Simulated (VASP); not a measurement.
Input of a VASP 6.6.1 run:

File POSCAR:

```
MgO
1.0
    0.0000000000      2.4648506248      1.6021529061
    2.4648506248      0.0000000000      1.6021529061
    2.4648506248      2.4648506248      0.0000000000
Mg O
1 1
Direct
    0.0000000000      0.0000000000      0.0000000000
    0.5000000000      0.5000000000      0.5000000000
```

The input INCAR.step1:

```
ALGO = Normal
EDIFF = 1E-4
ENCUT = 520
GGA = PE
ISMEAR = 0
LASPH = T
LCHARG = F
LREAL = F
LWAVE = T
NBANDS = 11
NELM = 100
PREC = Accurate
SIGMA = 0.05
```

The input INCAR.step2:

```
ALGO = Normal
EDIFF = 1E-6
ENCUT = 520
ISIF = 2
ISMEAR = 0
ISTART = 1
LASPH = T
LCHARG = F
LMIXTAU = T
LREAL = F
LWAVE = F
METAGGA = R2SCAN
NBANDS = 11
NELM = 100
PREC = Accurate
SIGMA = 0.05
```

KPOINTS

```
k-points
0
Gamma
  10 10 10
```

Potentials or basis: VASP PAW PBE potentials, release 64 (Mg, O).

Command:

```sh
$ cat potpaw_PBE.64/Mg/POTCAR potpaw_PBE.64/O/POTCAR > POTCAR
$ cp INCAR.step1 INCAR
$ mpirun -np 1 vasp_std > vasp.out
$ cp INCAR.step2 INCAR
$ mpirun -np 1 vasp_std > vasp.out
```

Problem. What does it give for the band gap on the k mesh?

Solution. 4.17 eV.

Problem. What does it give for the pressure?

Solution. 74.9 GPa.

Stress tensor (GPa, compression positive):
```
 -8.51   0.00   0.00
  0.00  -8.51   0.00
  0.00   0.00 241.80
```

Caveat: the cell stands under pressure; the PAW data sets were made with another functional, which shifts forces and pressure a little.
